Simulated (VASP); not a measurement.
A run of VASP 6.6.1 is set up as follows.

The input INCAR:

```
PREC = Accurate ; ENCUT = 500
EDIFF = 1E-6 ; ISMEAR = 0
SIGMA = 0.02 ; LREAL = F
LASPH = T ; NELM = 120
ALGO = Normal ; ISIF = 2
LWAVE = F ; LCHARG = F
GGA = PE ; NBANDS = 11
GGA_COMPAT = F
```

Contents of KPOINTS:

```
Automatic mesh
0
Gamma
  8 8 8
```

Contents of POSCAR:

```
Si
1.0
    0.0000000000      2.7154705000      2.7154705000
    2.7154705000      0.0000000000      2.7154705000
    2.7154705000      2.7154705000      0.0000000000
Si
2
Direct
    0.0000000000      0.0000000000      0.0000000000
    0.2500000000      0.2500000000      0.2500000000
```

Potentials or basis: VASP PAW PBE potentials, release 64 (Si).

Command:

```bash
$ cat potpaw_PBE.64/Si/POTCAR > POTCAR
$ mpirun -np 1 vasp_std > vasp.out
```

Problem. What does it give for the band gap on the k mesh?

Solution. 0.62 eV, indirect (least direct gap 2.57 eV).

Problem. Predict the pressure.

Solution. 1.9 GPa.

A k mesh can miss the band edges. Expect the measured gap to be larger: semilocal functionals such as PBE lack the derivative discontinuity.
